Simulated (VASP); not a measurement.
Wanted: the native input for a VASP 6.6.1 run.

- Task: single point
- Functional: PBE
- Potentials or basis: VASP PAW PBE potentials, release 64 (Zn, S)
- Cutoff: 520 eV
- k mesh: 10 × 10 × 12
- Occupations: gaussian, width 0.1 eV
- Spin: no spin polarisation
- Dipole correction: no
- k mesh for the DOS: 15 × 15 × 18
- Occupations for the DOS: tetrahedron
- Further INCAR settings: ALGO = Normal; EDIFF = 1e-06

Zn2S:

```
CELL_PARAMETERS angstrom
4.79103 0.00000 0.00000
0.00000 4.79103 0.00000
0.00000 0.00000 4.00300
ATOMIC_POSITIONS crystal
Zn 0.00000 0.50000 0.00000
Zn 0.50000 0.00000 0.00000
S 0.50000 0.50000 0.00000
```

The input as run:

POSCAR

```
Zn2S
1.0
    4.7910343238      0.0000000000      0.0000000000
    0.0000000000      4.7910343238      0.0000000000
    0.0000000000      0.0000000000      4.0029997461
Zn S
2 1
Direct
    0.0000000000      0.5000000000      0.0000000000
    0.5000000000      0.0000000000      0.0000000000
    0.5000000000      0.5000000000      0.0000000000
```

INCAR.step1

```
PREC = Accurate
ENCUT = 520
EDIFF = 1E-6
ISMEAR = 0
SIGMA = 0.1
LREAL = F
LASPH = T
NELM = 80
ALGO = Normal
ISIF = 2
LWAVE = F
LCHARG = T
GGA = PE
NBANDS = 22
```

KPOINTS.step1

```
Automatic mesh
0
Gamma
  10 10 12
```

INCAR.step2

```
PREC = Accurate
ENCUT = 520
EDIFF = 1E-6
ISMEAR = -5
SIGMA = 0.1
LREAL = F
LASPH = T
NELM = 80
ALGO = Normal
ISIF = 2
LWAVE = F
LCHARG = F
GGA = PE
LORBIT = 11
NEDOS = 2001
ICHARG = 11
```

KPOINTS.step2

```
Automatic mesh
0
Gamma
  15 15 18
```

Potentials or basis: VASP PAW PBE potentials, release 64 (Zn, S).

The run is started by

```console
$ cat potpaw_PBE.64/Zn/POTCAR potpaw_PBE.64/S/POTCAR > POTCAR
$ cp INCAR.step1 INCAR
$ cp KPOINTS.step1 KPOINTS
$ mpirun -np 1 vasp_std > vasp.out
$ cp INCAR.step2 INCAR
$ cp KPOINTS.step2 KPOINTS
$ mpirun -np 1 vasp_std > vasp.out
```

It gave:

```json
{
  "Valence electrons inside the program's atomic spheres": "Zn 10.65; S 3.66"
}
```

Wall time 5.6 min on 1 thread of Intel(R) Xeon(R) Platinum 8259CL CPU @ 2.50GHz (Skylake/Cascade Lake), on a shared host, peak memory 0.63 GiB.
